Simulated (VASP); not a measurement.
Input of a VASP 6.6.1 run:

Contents of INCAR:

```
SYSTEM = Pt
PREC = Accurate ; ENCUT = 520
EDIFF = 1E-7 ; ISMEAR = 0
SIGMA = 0.05 ; LREAL = .FALSE.
LASPH = .TRUE. ; NELM = 60
ALGO = Normal ; ISIF = 2
LWAVE = .FALSE. ; LCHARG = .FALSE.
NBANDS = 11
```

File KPOINTS:

```
regular mesh
0
G
  13 13 13
  0 0 0
```

POSCAR

```
Pt
1.0
   -1.5347462694      1.5347462694      1.5347462694
    1.5347462694     -1.5347462694      1.5347462694
    1.5347462694      1.5347462694     -1.5347462694
Pt
1
Direct
    0.0000000000      0.0000000000      0.0000000000
```

Potentials or basis: VASP PAW LDA potentials, release 64 (Pt).

Run with:

```sh
$ cat potpaw_LDA.64/Pt/POTCAR > POTCAR
$ mpirun -np 1 vasp_std > vasp.out
```

Task: Predict the band gap on the k mesh.

Result: Zero (band 5 reaches 12.82 eV, above the bottom of band 6 at 10.41 eV).

Task: What does it give for the pressure?

Result: 10.9 GPa.

Caveat: spin-orbit coupling is left out, which moves the levels of the heavy elements.
